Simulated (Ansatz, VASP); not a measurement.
# Two plane-wave programs on BN

Contents of INCAR:

```
ALGO = Normal
EDIFF = 1E-6
ENCUT = 520
GGA = PE
ISIF = 2
ISMEAR = 0
LASPH = True
LCHARG = True
LELF = True
LREAL = False
LVHAR = True
LWAVE = False
NBANDS = 16
NELM = 60
PREC = Accurate
SIGMA = 0.01
```

The input KPOINTS:

```
k-points
0
Gamma
  8 8 3
```

The input POSCAR:

```
BN
1.0
    2.4982400000      0.0000000000      0.0000000000
   -1.2491200000      2.1635393000      0.0000000000
    0.0000000000      0.0000000000      6.6357000000
B N
2 2
Direct
    0.3333333333      0.6666666667      0.2500000000
    0.6666666667      0.3333333333      0.7500000000
    0.3233262884      0.6666666667      0.7500000000
    0.6666666667      0.3333333333      0.2500000000
```

Input for Ansatz:

```yaml
crystal:
  lattice:
    - [2.49824, 0.0, 0.0]
    - [-1.24912, 2.1635393, 0.0]
    - [0.0, 0.0, 6.6357]
  atoms:
    - { symbol: B, position: [0.3333333333333333, 0.6666666666666666, 0.25] }
    - { symbol: B, position: [0.6666666666666666, 0.3333333333333333, 0.75] }
    - { symbol: "N", position: [0.3233262883736817, 0.6666666666666666, 0.75] }
    - { symbol: "N", position: [0.6666666666666666, 0.3333333333333333, 0.25] }
basis:
  ecutwfc: 571.4391111657479
kpoints:
  mp_grid:
    grid: [8, 8, 3]
    shift: [0.0, 0.0, 0.0]
hamiltonian:
  xc: pbe
  pseudopotentials:
    kind: paw
scf:
  occupations:
    method: fixed
output:
  forces: true
```

Alike in both runs: task single point; functional PBE; k mesh 8 × 8 × 3; no spin polarisation.

|  | VASP | Ansatz |
| --- | --- | --- |
| version | VASP 6.6.1 | Ansatz 0.2.0 |
| potentials or method | VASP PAW PBE potentials, release 64 (B, N), cutoff 520 eV | plane waves, PAW |
| occupations | gaussian, width 0.01 eV | fixed |
| valence electrons in the cell | 16 | 16 |

```tsv
	VASP	Ansatz	Ansatz less VASP
rms of the force components (eV/Å)	0.431	0.432	+0.0011
```

Atom by atom the forces differ by 0.001 eV/Å (rms over components).
